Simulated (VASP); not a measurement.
# Cr (C2/m) in VASP: single point with PBE

Aim: the single point of Cr with PBE.

Everything below comes from runs of VASP 6.6.1. Logs are shortened: lines on timing, memory, paths and dates and some standing lists are left out, and cuts for length are marked.

## 1. The cell of the first run

The typed cell holds 1 atom: a = 3.868 Å, b = 3.868 Å, c = 2.392 Å, α = 36.06°, β = 143.94°, γ = 120.00°.

## 2. Single point, PBE

The input, INCAR:

```
SYSTEM = Cr
ALGO = Fast ; EDIFF = 1E-7
ENCUT = 520 ; GGA = PE
ISIF = 2 ; ISMEAR = 0
LASPH = .TRUE. ; LCHARG = .TRUE.
LELF = .TRUE. ; LREAL = .FALSE.
LVHAR = .TRUE. ; LWAVE = .FALSE.
NBANDS = 12 ; NELM = 100
PREC = Accurate ; SIGMA = 0.1
```

The input, KPOINTS:

```
k-points
0
G
  9 9 39
  0 0 0
```

The input, POSCAR:

```
Cr
1.0
    3.8679400288      0.0000002070      0.0016654672
   -1.9339698351      3.3497344288     -0.0016654671
   -1.9335983861      1.1163635487      0.8569588523
Cr
1
Direct
    0.0000000000      0.0000000000      0.0000000000
```

Potentials or basis: VASP PAW PBE potentials, release 64 (Cr_pv).

Started as:

```
> cat potpaw_PBE.64/Cr_pv/POTCAR > POTCAR
> mpirun -np 1 vasp_std > vasp.out
```

OUTCAR:

```text
SYSTEM = Cr
   EDIFF = 1E-7
   ENCUT = 520
   GGA = PE
   ISIF = 2
   ISMEAR = 0
   LASPH = .TRUE.
   LREAL = .FALSE.
   NELM = 100
   PREC = Accurate

 ion  position               nearest neighbor table
   1  0.000  0.000  0.000-

  LATTYP: Found a base centered monoclinic cell.
 ALAT       =     2.8177584267
 B/A-ratio  =     1.3727012049
 C/A-ratio  =     0.8487373800
 COS(beta)  =    -0.5218060599

  Lattice vectors:

 A1 = (   0.0003714490,  -2.2333708801,   0.8586243194)
 A2 = (   1.9343416427,   1.1163637557,   0.8586243195)
 A3 = (  -1.9335983861,   1.1163635487,   0.8569588523)

Analysis of symmetry for initial positions (statically):
=====================================================================
 Subroutine PRICEL returns:
 Original cell was already a primitive cell.

 Routine SETGRP: Setting up the symmetry group for a
 base centered monoclinic supercell.

 Subroutine GETGRP returns: Found  4 space group operations
 (whereof  4 operations were pure point group operations)
 out of a pool of  4 trial point group operations.

The static configuration has the point symmetry C_2h.

Analysis of symmetry for dynamics (positions and initial velocities):
=====================================================================
 Subroutine PRICEL returns:
 Original cell was already a primitive cell.

 Routine SETGRP: Setting up the symmetry group for a
 base centered monoclinic supercell.

 Subroutine GETGRP returns: Found  4 space group operations
 (whereof  4 operations were pure point group operations)
 out of a pool of  4 trial point group operations.

The dynamic configuration has the point symmetry C_2h.

 Subroutine INISYM returns: Found  4 space group operations
 (whereof  4 operations are pure point group operations),
 and found     1 'primitive' translations

----------------------------------------------------------------------------------------

                                     Primitive cell

  volume of cell :      11.1176

  direct lattice vectors                    reciprocal lattice vectors
     3.867940029  0.000000207  0.001665467     0.258368305  0.149362100  0.388394535
    -1.933969835  3.349734429 -0.001665467     0.000167220  0.298434566 -0.388394535
    -1.933598386  1.116363549  0.856958852    -0.000501804  0.000289717  1.165407511

  length of vectors
     3.867940387  3.867940387  2.391536905     0.489809690  0.489809690  1.165407655

  position of ions in fractional coordinates (direct lattice)
     0.000000000  0.000000000  0.000000000

  ion indices of the primitive-cell ions
   primitive index   ion index
                 1           1

----------------------------------------------------------------------------------------

 KPOINTS: k-points

Automatic generation of k-mesh.
 Grid dimensions read from file:
 generate k-points for:    9    9   39

 Generating k-lattice:

  Cartesian coordinates                     Fractional coordinates (reciprocal lattice)
     0.028707589  0.016595789  0.043154948     0.111111111 -0.000000000  0.000000000
     0.000018580  0.033159396 -0.043154948     0.000000000  0.111111111  0.000000000
    -0.000012867  0.000007429  0.029882244    -0.000000000  0.000000000  0.025641026

  Length of vectors
     0.054423299  0.054423299  0.029882248

  Shift w.r.t. Gamma in fractional coordinates (k-lattice)
     0.000000000  0.000000000  0.000000000

 Subroutine IBZKPT returns following result:
 ===========================================

 Found    880 irreducible k-points:

 Following reciprocal coordinates:
            Coordinates               Weight
  0.000000  0.000000  0.000000      1.000000
  0.111111 -0.000000 -0.000000      4.000000
  0.222222 -0.000000 -0.000000      4.000000
  0.333333 -0.000000 -0.000000      4.000000
  0.444444 -0.000000 -0.000000      4.000000
  0.111111  0.111111 -0.000000      2.000000
[... 16 lines left out ...]
 -0.333333  0.333333  0.000000      2.000000
  0.444444  0.444444 -0.000000      2.000000
 [... further k-points ...]
   k-points           NKPTS =    880   k-points in BZ     NKDIM =    880   number of bands    NBANDS=     12
   number of dos      NEDOS =    301   number of ions     NIONS =      1
   total plane-waves  NPLWV =  16200
   dimension x,y,z NGX =    30 NGY =   30 NGZ =   18
   dimension x,y,z NGXF=    60 NGYF=   60 NGZF=   36
   ions per type =               1
   NGX,Y,Z   is equivalent  to a cutoff of  12.89, 12.89, 12.51 a.u.
   NGXF,Y,Z  is equivalent  to a cutoff of  25.79, 25.79, 25.03 a.u.
 SYSTEM =  Cr
   PREC   = accura    normal or accurate (medium, high low for compatibility)
   ISTART =      0    job   : 0-new  1-cont  2-samecut
   ICHARG =      2    charge: 1-file 2-atom 10-const
   ISPIN  =      1    spin polarized calculation?
   LNONCOLLINEAR =      F non collinear calculations
   LSORBIT =      F    spin-orbit coupling
   LASPH  =      T    aspherical Exc in radial PAW
   ENCUT  =  520.0 eV  38.22 Ry    6.18 a.u.   7.19  7.19  4.45*2*pi/ulx,y,z
   NELM   =    100;   NELMIN=  2; NELMDL= -5     # of ELM steps
   EDIFF  = 0.1E-06   stopping-criterion for ELM
   LREAL  =      F    real-space projection
   EDIFFG = 0.1E-05   stopping-criterion for IOM
   NSW    =      0    number of steps for IOM
   IBRION =     -1    ionic relax: 0-MD 1-quasi-New 2-CG
   NFREE  =      0    steps in history (QN), initial steepest desc. (CG)
   ISIF   =      2    stress and relaxation
   ISYM   =      2    0-nonsym 1-usesym 2-fastsym
   POTIM  = 0.5000    time-step for ionic-motion
   TEBEG  =    0.0;   TEEND  =   0.0 temperature during run
   PSTRESS=    0.0 pullay stress
   NELECT =      12.0000    total number of electrons
   NUPDOWN=      -1.0000    fix difference up-down
   EMIN   =  10.00;   EMAX   =-10.00  energy-range for DOS
   EFERMI =   0.00;   METHOD = LEGACY
   ISMEAR =     0;   SIGMA  =   0.10  broadening in eV -4-tet -1-fermi 0-gaus
   EFERMI_NEDOS =   21; number of points for ismear=-14 and -15
   IALGO  =     68    algorithm
   IMIX   =      4    mixing-type and parameters
     AMIX     =   0.40;   BMIX     =  1.00
     AMIX_MAG =   1.60;   BMIX_MAG =  1.00
  volume/ion in A,a.u.               =      11.12        75.03
  Fermi-wavevector in a.u.,A,eV,Ry     =   1.679311  3.173438 38.369594  2.820086
  Thomas-Fermi vector in A             =   2.763245
   LORBIT       =      0    0 simple, 1 ext, 2 COOP (PROOUT), +10 PAW based schemes
   GGA     = PE    functional components
   LHFCALC =     F    Hartree Fock is set to
   AEXX    =    0.0000 exact exchange contribution
   IVDW    =     0    specifies the selected vdW correction
   LEPSILON=     F    determine dielectric tensor
   LRPA    =     F    only Hartree local field effects (RPA)
 non-spin polarized calculation
 RMM-DIIS sequential band-by-band and
 Gauss-broadening in eV      SIGMA  =   0.10
  energy-cutoff  :      520.00
  volume of cell :       11.12
 maximum number of plane-waves:       313
 NGX is ok and might be reduce to    30
   NGX = 15   NGY = 15   NGZ =  9

 number of electron      12.0000000 magnetization

 Free energy of the ion-electron system (eV)
  ---------------------------------------------------
  ext. energy  EPLUGINS =         0.00000000
  ---------------------------------------------------
  free energy    TOTEN  =        -9.47188834 eV

  energy without entropy =       -9.46911584  energy(sigma->0) =       -9.47050209

 E-fermi :  11.5651     XC(G=0): -13.8917

 val. band max:       11.5643993858   @ k =   0.2222  -0.3333   0.3846
 cond. band min:      11.5691257865   @ k =   0.3333  -0.4444   0.2821
 fundamental gap:      0.0047264007
 Fermi energy:        11.5650530105

 k-point     1 :       0.0000    0.0000    0.0000
  band No.  band energies     occupation
      1     -31.2330      2.00000
      2     -31.0833      2.00000
      3     -31.0817      2.00000
      4       3.5461      2.00000
      5      10.1568      2.00000
      6      10.1569      2.00000
      7      11.2233      2.00000
      8      12.8231      0.00000
      9      12.8286      0.00000
     10      18.6769      0.00000
     11      33.3709      0.00000
     12      33.3949      0.00000

 k-point     2 :       0.1111   -0.0000   -0.0000
  band No.  band energies     occupation
      1     -31.3163      2.00000
      2     -31.1490      2.00000
      3     -31.0836      2.00000
      4       4.0680      2.00000
      5       9.9966      2.00000
      6      10.1933      2.00000
      7      11.4097      1.97202
      8      12.7005      0.00000
      9      12.8425      0.00000
     10      18.6768      0.00000
     11      32.2047      0.00000
     12      33.5201      0.00000

 k-point     3 :       0.2222   -0.0000   -0.0000
  band No.  band energies     occupation
      1     -31.5944      2.00000
      2     -31.2422      2.00000
      3     -31.0875      2.00000
      4       5.4181      2.00000
      5       9.5923      2.00000
      6      10.0412      2.00000
      7      12.1730      0.00000
      8      12.6340      0.00000
      9      12.9281      0.00000
     10      18.6765      0.00000
     11      28.9985      0.00000
     12      32.6593      0.00000

 k-point     4 :       0.3333   -0.0000   -0.0000
  band No.  band energies     occupation
      1     -31.9258      2.00000
      2     -31.3217      2.00000
      3     -31.0921      2.00000
      4       6.6812      2.00000
      5       9.1442      2.00000
      6      10.4005      2.00000
      7      12.7839      0.00000
      8      13.0954      0.00000
      9      13.3237      0.00000
     10      18.6753      0.00000
     11      25.0233      0.00000
     12      30.8557      0.00000

 k-point     5 :       0.4444   -0.0000   -0.0000
  band No.  band energies     occupation
      1     -32.1392      2.00000
      2     -31.3706      2.00000
      3     -31.0950      2.00000
      4       6.9406      2.00000
      5       8.8612      2.00000
      6      11.8849      0.00001
      7      12.9213      0.00000
      8      13.2424      0.00000
      9      14.1845      0.00000
     10      18.6718      0.00000
     11      21.9074      0.00000
     12      29.6738      0.00000
[... 228 lines left out ...]
      1     -32.0779      2.00000
      2     -31.5399      2.00000
      3     -31.1576      2.00000
      4       7.2431      2.00000
      5       9.0999      2.00000
      6      11.0130      2.00000
      7      12.5899      0.00000
      8      13.1190      0.00000
      9      14.8649      0.00000
     10      18.6748      0.00000
     11      24.6265      0.00000
     12      27.4183      0.00000

 k-point    22 :      -0.4444    0.3333    0.0000
  band No.  band energies     occupation
      1     -32.0650      2.00000
      2     -31.6667      2.00000
      3     -31.1858      2.00000
      4       7.9399      2.00000
      5       8.8278      2.00000
      6      10.4336      2.00000
      7      12.8058      0.00000
      8      13.2493      0.00000
      9      17.5297      0.00000
     10      18.6735      0.00000
     11      22.8854      0.00000
     12      24.2512      0.00000

 k-point    23 :      -0.3333    0.3333    0.0000
  band No.  band energies     occupation
      1     -31.8974      2.00000
      2     -31.8134      2.00000
      3     -31.2038      2.00000
      4       8.4584      2.00000
      5       8.9174      2.00000
      6       9.7010      2.00000
      7      13.0087      0.00000
      8      13.1706      0.00000
      9      18.6702      0.00000
     10      19.8339      0.00000
     11      20.6226      0.00000
     12      23.3100      0.00000

 k-point    24 :       0.4444    0.4444   -0.0000
  band No.  band energies     occupation
      1     -32.1869      2.00000
      2     -31.5502      2.00000
      3     -31.1435      2.00000
      4       6.8983      2.00000
      5       9.0335      2.00000
      6      12.5128      0.00000
      7      12.8689      0.00000
      8      13.0116      0.00000
      9      14.5364      0.00000
     10      18.6733      0.00000
     11      23.0864      0.00000
     12      28.0921      0.00000

 [... further k-points ...]
[... 5 lines left out ...]
  --------------------------------------------------------------------------------------
  -------------------------------------------------------------------------------------
  Total        1.1681445      1.1654651     -0.0114331     -0.0023204     -0.0007732      0.0013392
  in kB      168.3429112    167.9567776     -1.6476340     -0.3344015     -0.1114269      0.1929994
  external PRESSURE =     111.5506850 kB  Pullay stress =       0.0000000 kB

 VOLUME and BASIS-vectors are now :
 -----------------------------------------------------------------------------
  energy-cutoff  :      520.00
  volume of cell :       11.12
      direct lattice vectors                 reciprocal lattice vectors
     3.867940029  0.000000207  0.001665467     0.258368305  0.149362100  0.388394535
    -1.933969835  3.349734429 -0.001665467     0.000167220  0.298434566 -0.388394535
    -1.933598386  1.116363549  0.856958852    -0.000501804  0.000289717  1.165407511

 POSITION                                       TOTAL-FORCE (eV/Angst)
 -----------------------------------------------------------------------------------
      0.00000      0.00000      0.00000         0.000000      0.000000      0.000000
 -----------------------------------------------------------------------------------
    total drift:                                0.000000     -0.000000     -0.000000

  FREE ENERGIE OF THE ION-ELECTRON SYSTEM (eV)
  ---------------------------------------------------
  free  energy   TOTEN  =        -9.4718883430 eV

  energy  without entropy=       -9.4691158400  energy(sigma->0) =       -9.47050209
```

Run time: 5.2 min. Hardware: 1 thread of AMD EPYC 7R43 (Zen 3), shared host; peak memory 0.22 GiB.

Results:

```yaml
Free_energy: -9.4719 eV
Pressure: 11.2 GPa
Band_gap_on_the_k_mesh: zero (band 6 reaches 13.42 eV, above the bottom of band 7 at 10.90 eV)
```

Stress tensor (GPa, compression positive):
```
16.83 -0.03  0.02
-0.03 16.80 -0.01
 0.02 -0.01 -0.16
```

Caveat: the run has no spin polarisation, though such a crystal can be magnetic. Spin polarisation is off, so any magnetic state and its effect on volume and gap are missing.
